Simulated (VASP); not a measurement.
Set up this calculation in VASP 6.6.1, as the native input.

```
Task                   : single point
Functional             : PBE
Potentials or basis    : VASP PAW PBE potentials, release 64 (Sn_d, Te)
Cutoff                 : 520 eV
k mesh                 : 9 × 9 × 5
Occupations            : fermi-dirac, width 0.05 eV
Spin                   : no spin polarisation
Dipole correction      : no
Further INCAR settings : ALGO = Normal; EDIFF = 1e-06; NBANDS = 28
```

The structure of SnTe lies in POSCAR:

```
SnTe
1.0
    4.4570484574      0.0000000000      0.0000000000
   -2.2285242287      3.8599171900      0.0000000000
    0.0000000000      0.0000000000      5.3443244474
Sn Te
2 2
Direct
    0.3333333333      0.6666666667     -0.0620037483
    0.6666666667      0.3333333333      0.4379962517
    0.3333333333      0.6666666667      0.4380037483
    0.6666666667      0.3333333333      0.9380037483
```

One way to write it, as run:

INCAR

```
SYSTEM = SnTe
ALGO = Normal
EDIFF = 1E-6
ENCUT = 520
GGA = PE
ISIF = 2
ISMEAR = -1
LASPH = .TRUE.
LCHARG = .FALSE.
LREAL = .FALSE.
LWAVE = .FALSE.
NBANDS = 28
NELM = 100
PREC = Accurate
SIGMA = 0.05
```

KPOINTS

```
k-points
0
G
  9 9 5
  0 0 0
```

Potentials or basis: VASP PAW PBE potentials, release 64 (Sn_d, Te).

Command:

```bash
$ cat potpaw_PBE.64/Sn_d/POTCAR potpaw_PBE.64/Te/POTCAR > POTCAR
$ mpirun -np 1 vasp_std > vasp.out
```

Results of the run:

| Item | Value |
| --- | --- |
| Pressure | 55.4 GPa |
| Band gap on the k mesh | zero (bands 20 and 21 overlap by 1.50 eV) |

Caveat: the cell stands under pressure; spin-orbit coupling is left out, which moves the levels of the heavy elements.

Wall time 120 s on 1 thread of Intel Xeon 8259CL (shared host), peak memory 0.26 GiB.
